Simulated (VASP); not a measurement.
# TePb (Fm-3m) in VASP: further runs

The runs below take TePb through vibrations by perturbation theory, with LDA.

Program: VASP 6.6.1. These are calculated values, not measurements. Logs are shortened: lines on timing, memory, paths and dates and some standing lists are left out, and cuts for length are marked.

## Step 1: The cell of the first run

It takes space group Fm-3m (No. 225, cubic). Conventional cell: a = 5.979 Å, b = 5.979 Å, c = 5.979 Å, α = 90.00°, β = 90.00°, γ = 90.00°. Te (site symmetry m-3m) has 6 Pb at 2.99 Å within 3.9 Å. Pb (site symmetry m-3m) has 6 Te at 2.99 Å within 3.9 Å.

## Step 2: Vibrations by perturbation theory, LDA

INCAR

```
ALGO = Normal
EDIFF = 1E-8
ENCUT = 500
GGA_COMPAT = F
IBRION = 8
ISIF = 2
ISMEAR = 0
LASPH = T
LCHARG = T
LREAL = F
LWAVE = F
NELM = 120
NSW = 1
PREC = Accurate
SIGMA = 0.01
```

KPOINTS

```
k-points
0
Gamma
  6 6 6
```

POSCAR

```
TePb
1.0
    2.9897428469      2.9897428469      0.0000000000
   -2.9897428469      2.9897428469      0.0000000000
    0.0000000000      2.9897428469      2.9897428469
Te Pb
1 1
Direct
    0.5000000000      0.5000000000      0.0000000000
    0.0000000000      0.0000000000      0.0000000000
```

Potentials or basis: VASP PAW LDA potentials, release 64 (Te, Pb_d).

Run with:

```
cat potpaw_LDA.64/Te/POTCAR potpaw_LDA.64/Pb_d/POTCAR > POTCAR
mpirun -np 1 vasp_std > vasp.out
```

OUTCAR:

```text
EDIFF = 1E-8
   ENCUT = 500
   IBRION = 8
   ISIF = 2
   ISMEAR = 0
   LASPH = T
   LREAL = F
   NELM = 120
   NSW = 1
   PREC = Accurate

 ion  position               nearest neighbor table
   1  0.500  0.500  0.000-   2 2.99   2 2.99   2 2.99   2 2.99   2 2.99   2 2.99
   2  0.000  0.000  0.000-   1 2.99   1 2.99   1 2.99   1 2.99   1 2.99   1 2.99

  LATTYP: Found a face centered cubic cell.
 ALAT       =     5.9794856938

  Lattice vectors:

 A1 = (   0.0000000000,   2.9897428469,   2.9897428469)
 A2 = (   2.9897428469,   0.0000000000,   2.9897428469)
 A3 = (   2.9897428469,   2.9897428469,   0.0000000000)

Analysis of symmetry for initial positions (statically):
=====================================================================
 Subroutine PRICEL returns:
 Original cell was already a primitive cell.

 Routine SETGRP: Setting up the symmetry group for a
 face centered cubic supercell.

 Subroutine GETGRP returns: Found 48 space group operations
 (whereof 48 operations were pure point group operations)
 out of a pool of 48 trial point group operations.

The static configuration has the point symmetry O_h .

Analysis of symmetry for dynamics (positions and initial velocities):
=====================================================================
 Subroutine PRICEL returns:
 Original cell was already a primitive cell.

 Routine SETGRP: Setting up the symmetry group for a
 face centered cubic supercell.

 Subroutine GETGRP returns: Found 48 space group operations
 (whereof 48 operations were pure point group operations)
 out of a pool of 48 trial point group operations.

The dynamic configuration has the point symmetry O_h .

 Subroutine INISYM returns: Found 48 space group operations
 (whereof 48 operations are pure point group operations),
 and found     1 'primitive' translations

----------------------------------------------------------------------------------------

                                     Primitive cell

  volume of cell :      53.4480

  direct lattice vectors                    reciprocal lattice vectors
     2.989742847  2.989742847  0.000000000     0.167238464  0.167238464 -0.167238464
    -2.989742847  2.989742847  0.000000000    -0.167238464  0.167238464 -0.167238464
     0.000000000  2.989742847  2.989742847     0.000000000  0.000000000  0.334476927

  length of vectors
     4.228134882  4.228134882  4.228134882     0.289665516  0.289665516  0.334476927

  position of ions in fractional coordinates (direct lattice)
     0.500000000  0.500000000  0.000000000
     0.000000000  0.000000000  0.000000000

  ion indices of the primitive-cell ions
   primitive index   ion index
                 1           1
                 2           2

----------------------------------------------------------------------------------------

 KPOINTS: k-points

Automatic generation of k-mesh.
 Grid dimensions read from file:
 generate k-points for:    6    6    6

 Generating k-lattice:

  Cartesian coordinates                     Fractional coordinates (reciprocal lattice)
     0.027873077  0.027873077 -0.027873077     0.166666667  0.000000000  0.000000000
    -0.027873077  0.027873077 -0.027873077     0.000000000  0.166666667  0.000000000
     0.000000000  0.000000000  0.055746155     0.000000000  0.000000000  0.166666667

  Length of vectors
     0.048277586  0.048277586  0.055746155

  Shift w.r.t. Gamma in fractional coordinates (k-lattice)
     0.000000000  0.000000000  0.000000000

 Subroutine IBZKPT returns following result:
 ===========================================

 Found     16 irreducible k-points:

 Following reciprocal coordinates:
            Coordinates               Weight
[... 71 lines left out ...]

--------------------------------------- Ionic step        1  -------------------------------------------

 number of electron      20.0000001 magnetization

 Free energy of the ion-electron system (eV)
  ---------------------------------------------------
  ext. energy  EPLUGINS =         0.00000000
  ---------------------------------------------------
  free energy    TOTEN  =        -8.31367382 eV

  energy without entropy =       -8.31350400  energy(sigma->0) =       -8.31358891

 E-fermi :   8.9739     XC(G=0): -10.6362

 val. band max:        8.9693282133   @ k =   0.5000   0.0000   0.0000
 cond. band min:       8.9784365931   @ k =   0.5000   0.0000   0.0000
 fundamental gap:      0.0091083798
 Fermi energy:         8.9738824032

 k-point     1 :       0.0000    0.0000    0.0000
  band No.  band energies     occupation
      1      -8.4601      2.00000
      2      -8.4601      2.00000
      3      -8.4222      2.00000
      4      -8.4222      2.00000
      5      -8.4222      2.00000
      6      -5.4625      2.00000
      7       3.8745      2.00000
      8       6.5054      2.00000
      9       6.5054      2.00000
     10       6.5054      2.00000
     11      13.0124      0.00000
     12      13.0124      0.00000
     13      13.0124      0.00000
     14      14.0362      0.00000
[... 243 lines left out ...]
      3      -8.4291      2.00000
      4      -8.3811      2.00000
      5      -8.3549      2.00000
      6      -2.5404      2.00000
      7      -0.0316      2.00000
      8       2.6969      2.00000
      9       3.7791      2.00000
     10       6.8453      2.00000
     11      11.7011      0.00000
     12      12.3547      0.00000
     13      15.1638      0.00000
     14      15.7429      0.00000

------------------------ aborting loop because EDIFF is reached ----------------------------------------

  FORCE on cell =-STRESS in cart. coord.  units (eV):
  Direction    XX          YY          ZZ          XY          YZ          ZX
  --------------------------------------------------------------------------------------
  -------------------------------------------------------------------------------------
  Total        4.9781908      4.9781908      4.9781908      0.0000000      0.0000000     -0.0000000
  in kB      149.2281015    149.2281015    149.2281015      0.0000000      0.0000000     -0.0000000
  external PRESSURE =     149.2281015 kB  Pullay stress =       0.0000000 kB

 VOLUME and BASIS-vectors are now :
 -----------------------------------------------------------------------------
  energy-cutoff  :      500.00
  volume of cell :       53.45
      direct lattice vectors                 reciprocal lattice vectors
     2.989742847  2.989742847  0.000000000     0.167238464  0.167238464 -0.167238464
    -2.989742847  2.989742847  0.000000000    -0.167238464  0.167238464 -0.167238464
     0.000000000  2.989742847  2.989742847     0.000000000  0.000000000  0.334476927

 POSITION                                       TOTAL-FORCE (eV/Angst)
 -----------------------------------------------------------------------------------
      0.00000      2.98974      0.00000         0.000000     -0.000000      0.000000
      0.00000      0.00000      0.00000        -0.000000      0.000000      0.000000
 -----------------------------------------------------------------------------------
    total drift:                                0.000000     -0.000000     -0.000000

  FREE ENERGIE OF THE ION-ELECTRON SYSTEM (eV)
  ---------------------------------------------------
  free  energy   TOTEN  =        -8.3136738179 eV

  energy  without entropy=       -8.3135039991  energy(sigma->0) =       -8.31358891

[... ionic steps 2 to 3 ...]

--------------------------------------- Ionic step        4  -------------------------------------------

------------------------ aborting loop because EDIFF is reached ----------------------------------------

[... ionic steps 5 to 6 ...]

--------------------------------------- Ionic step        7  -------------------------------------------

 Free energy of the ion-electron system (eV)
  ---------------------------------------------------
  ---------------------------------------------------
  free energy    TOTEN  =        -0.33543705 eV

  energy without entropy =       -0.33543705

------------------------ aborting loop because EDIFF is reached ----------------------------------------

 INTERNAL STRAIN TENSOR  FOR ION    2  DIRECTION 1   (eV/Angst):
 -----------------------------------------------------------------------------
    -0.02993  0.00000  0.00000
     0.00000  0.00685  0.00000
     0.00000  0.00000  0.00685

 INTERNAL STRAIN TENSOR FOR ION    2 for displacements in x,y,z  (eV/Angst):
          X           Y           Z          XY          YZ          ZX
  --------------------------------------------------------------------------------
  x     0.00000     0.00000     0.00000     0.00000     0.00000     0.00000
  y     0.00000     0.00000     0.00000     0.00000     0.00000     0.00000
  z     0.00000     0.00000     0.00000     0.00000     0.00000     0.00000

 SECOND DERIVATIVES (NOT SYMMETRIZED)
 ------------------------------------
               1X          1Y          1Z          2X          2Y          2Z
  1X    -1.772807   -0.000000    0.000000    1.772807    0.000000   -0.000000
  1Y     0.000000   -1.772807   -0.000000   -0.000000    1.772807    0.000000
  1Z     0.000000    0.000000   -1.772807   -0.000000   -0.000000    1.772807
  2X     1.765240    0.000000    0.000000   -1.765240    0.000000    0.000000
  2Y     0.000000    1.765240    0.000000    0.000000   -1.765240    0.000000
  2Z     0.000000    0.000000    1.765240    0.000000    0.000000   -1.765240

 Eigenvectors and eigenvalues of the dynamical matrix
 ----------------------------------------------------

   1 f  =    2.340457 THz    14.705524 2PiTHz   78.069238 cm-1     9.679348 meV
             X         Y         Z           dx          dy          dz
      0.000000  2.989743  0.000000     0.000000    0.787328   -0.000000
      0.000000  0.000000  0.000000     0.000000   -0.616535    0.000000
[... 21 lines left out ...]
   6 f/i=    0.002430 THz     0.015265 2PiTHz    0.081042 cm-1     0.010048 meV
             X         Y         Z           dx          dy          dz
      0.000000  2.989743  0.000000     0.616535   -0.000000    0.000000
      0.000000  0.000000  0.000000     0.787328    0.000000    0.000000

--------------------------------------------------------------------------------------------------------

 ELASTIC MODULI CONTR FROM IONIC RELAXATION (kBar)
 Direction    XX          YY          ZZ          XY          YZ          ZX
 --------------------------------------------------------------------------------
 XX           0.0000      0.0000      0.0000      0.0000      0.0000      0.0000
 YY           0.0000      0.0000      0.0000      0.0000      0.0000      0.0000
 ZZ           0.0000      0.0000      0.0000      0.0000      0.0000      0.0000
 XY           0.0000      0.0000      0.0000      0.0000      0.0000      0.0000
 YZ           0.0000      0.0000      0.0000      0.0000      0.0000      0.0000
 ZX           0.0000      0.0000      0.0000      0.0000      0.0000      0.0000
 --------------------------------------------------------------------------------
```

Run time: 53 s. Hardware: 1 thread of Intel Xeon 6975P-C (Granite Rapids), shared host; peak memory 0.21 GiB.

What came out:

| Item | Value |
| --- | --- |
| Highest phonon frequency at Γ, LO-TO splitting left out | 78 cm⁻¹ |

Phonon frequencies in cm⁻¹ (negative: imaginary):
```csv
q point,frequencies
"(0.000, 0.000, 0.000)",0 0 0 78 78 78
```

Caveat: the cell wasn't relaxed at this level first, which shifts response properties; spin-orbit coupling is left out, which moves the levels of the heavy elements.

## Step 3: Vibrations by perturbation theory, LDA

This run uses another cell than the first one, of 28.08 Å³/atom, 1.051 times its volume.

INCAR

```
SYSTEM = TePb
ALGO = Normal
EDIFF = 1E-8
ENCUT = 500
GGA = CA
GGA_COMPAT = .FALSE.
IBRION = 8
ISIF = 2
ISMEAR = 0
LASPH = .TRUE.
LCHARG = .FALSE.
LREAL = .FALSE.
LWAVE = .FALSE.
NBANDS = 17
NELM = 120
NSW = 1
PREC = Accurate
SIGMA = 0.01
```

KPOINTS

```
k-points
0
G
  6 6 6
  0 0 0
```

POSCAR

```
TePb
1.0
    3.0393846325      3.0393846325      0.0000000000
   -3.0393846325      3.0393846325      0.0000000000
    0.0000000000      3.0393846325      3.0393846325
Te Pb
1 1
Direct
    0.5000000000      0.5000000000      0.0000000000
    0.0000000000      0.0000000000      0.0000000000
```

Potentials or basis: VASP PAW LDA potentials, release 64 (Te, Pb_d).

Run with:

```
cat potpaw_LDA.64/Te/POTCAR potpaw_LDA.64/Pb_d/POTCAR > POTCAR
mpirun -np 1 vasp_std > vasp.out
```

OUTCAR:

```text
SYSTEM = TePb
   EDIFF = 1E-8
   ENCUT = 500
   GGA = CA
   IBRION = 8
   ISIF = 2
   ISMEAR = 0
   LASPH = .TRUE.
   LREAL = .FALSE.
   NELM = 120
   NSW = 1
   PREC = Accurate

 ion  position               nearest neighbor table
   1  0.500  0.500  0.000-   2 3.04   2 3.04   2 3.04   2 3.04   2 3.04   2 3.04
   2  0.000  0.000  0.000-   1 3.04   1 3.04   1 3.04   1 3.04   1 3.04   1 3.04

  LATTYP: Found a face centered cubic cell.
 ALAT       =     6.0787692650

  Lattice vectors:

 A1 = (   0.0000000000,   3.0393846325,   3.0393846325)
 A2 = (   3.0393846325,   0.0000000000,   3.0393846325)
 A3 = (   3.0393846325,   3.0393846325,   0.0000000000)

Analysis of symmetry for initial positions (statically):
=====================================================================
 Subroutine PRICEL returns:
[... 539 lines left out ...]

------------------------ aborting loop because EDIFF is reached ----------------------------------------

 INTERNAL STRAIN TENSOR  FOR ION    2  DIRECTION 1   (eV/Angst):
 -----------------------------------------------------------------------------
    -0.02373  0.00000  0.00000
     0.00000  0.00712 -0.00000
     0.00000 -0.00000  0.00712

 INTERNAL STRAIN TENSOR FOR ION    2 for displacements in x,y,z  (eV/Angst):
          X           Y           Z          XY          YZ          ZX
  --------------------------------------------------------------------------------
  x     0.00000     0.00000     0.00000     0.00000     0.00000     0.00000
  y     0.00000     0.00000     0.00000     0.00000     0.00000     0.00000
  z     0.00000     0.00000     0.00000     0.00000     0.00000     0.00000

 SECOND DERIVATIVES (NOT SYMMETRIZED)
 ------------------------------------
               1X          1Y          1Z          2X          2Y          2Z
  1X    -1.403946   -0.000000    0.000000    1.403946    0.000000   -0.000000
  1Y     0.000000   -1.403946   -0.000000   -0.000000    1.403946    0.000000
  1Z    -0.000000   -0.000000   -1.403946    0.000000    0.000000    1.403946
  2X     1.421167   -0.000000    0.000000   -1.421167    0.000000   -0.000000
  2Y     0.000000    1.421167   -0.000000   -0.000000   -1.421167    0.000000
  2Z     0.000000   -0.000000    1.421167   -0.000000    0.000000   -1.421167

 Eigenvectors and eigenvalues of the dynamical matrix
 ----------------------------------------------------

   1 f  =    2.089359 THz    13.127832 2PiTHz   69.693525 cm-1     8.640892 meV
             X         Y         Z           dx          dy          dz
      0.000000  3.039385  0.000000    -0.784854    0.000000    0.000000
      0.000000  0.000000  0.000000     0.619681   -0.000000    0.000000
[... 21 lines left out ...]
   6 f/i=    0.006194 THz     0.038919 2PiTHz    0.206616 cm-1     0.025617 meV
             X         Y         Z           dx          dy          dz
      0.000000  3.039385  0.000000    -0.000000    0.619681   -0.000000
      0.000000  0.000000  0.000000    -0.000000    0.784854    0.000000

--------------------------------------------------------------------------------------------------------

 ELASTIC MODULI CONTR FROM IONIC RELAXATION (kBar)
 Direction    XX          YY          ZZ          XY          YZ          ZX
 --------------------------------------------------------------------------------
 XX           0.0000      0.0000      0.0000      0.0000      0.0000      0.0000
 YY           0.0000      0.0000      0.0000      0.0000      0.0000      0.0000
 ZZ           0.0000      0.0000      0.0000      0.0000      0.0000      0.0000
 XY           0.0000      0.0000      0.0000      0.0000      0.0000      0.0000
 YZ           0.0000      0.0000      0.0000      0.0000      0.0000      0.0000
 ZX           0.0000      0.0000      0.0000      0.0000      0.0000      0.0000
 --------------------------------------------------------------------------------
```

OSZICAR:

```text
N       E                     dE             d eps       ncg     rms          rms(c)
DAV:   1     0.152131625788E+03    0.15213E+03   -0.91189E+03   544   0.115E+03
DAV:   2     0.159601264890E+01   -0.15054E+03   -0.14580E+03   595   0.300E+02
DAV:   3    -0.834868712005E+01   -0.99447E+01   -0.98932E+01   695   0.846E+01
[... 56 lines left out ...]
RMM:  23    -0.335864473126E+00   -0.72066E-10   -0.12479E-07  1610   0.626E-04    0.845E-07
RMM:  24    -0.335864473157E+00   -0.30614E-10   -0.13439E-07  1587   0.626E-04    0.504E-07
RMM:  25    -0.335864473417E+00   -0.26001E-09   -0.12844E-07  1578   0.626E-04    0.449E-07
RMM:  26    -0.335864473696E+00   -0.27942E-09   -0.13479E-07  1581   0.626E-04    0.203E-07
RMM:  27    -0.335864473670E+00    0.26090E-10   -0.13675E-07  1566   0.626E-04    0.883E-08
 Linear response finished
```

stdout:

```text
POSCAR found type information on POSCAR TePb
 POSCAR found :  2 types and       2 ions
 scaLAPACK will be used
 LDA part: xc-table for (Slater(with rela. corr.)+CA(PZ))
 , standard interpolation
 POSCAR, INCAR and KPOINTS ok, starting setup
 FFT: planning ... GRIDC
 FFT: planning ... GRID_SOFT
 FFT: planning ... GRID
 WAVECAR not read
 entering main loop
 Linear response reoptimize wavefunctions to high precision
 Linear response DOF=           2
 Linear response progress:
 first order change of Fermi-energy   0.16657E-02
 force on displaced ion       1 direction 1 :  -1.404   0.000  -0.000
 Linear response progress:
 first order change of Fermi-energy  -0.10762E-02
 force on displaced ion       2 direction 1 :  -1.421   0.000   0.000
 Linear response finished
```

Wall time 66 s (1 thread of Intel Xeon 6975P-C (Granite Rapids), shared host); peak memory 0.23 GiB.

Results:

```yaml
Highest_phonon_frequency_at_Γ_LO-TO_splitting_left_out: 70 cm⁻¹
```

Phonon frequencies in cm⁻¹ (negative: imaginary):
```
              q point     frequencies
(0.000, 0.000, 0.000)  0 0 0 70 70 70
```

Caveat: the cell wasn't relaxed at this level first, which shifts response properties; spin-orbit coupling is left out, which moves the levels of the heavy elements.

(Part 1 of 2 ends here.)
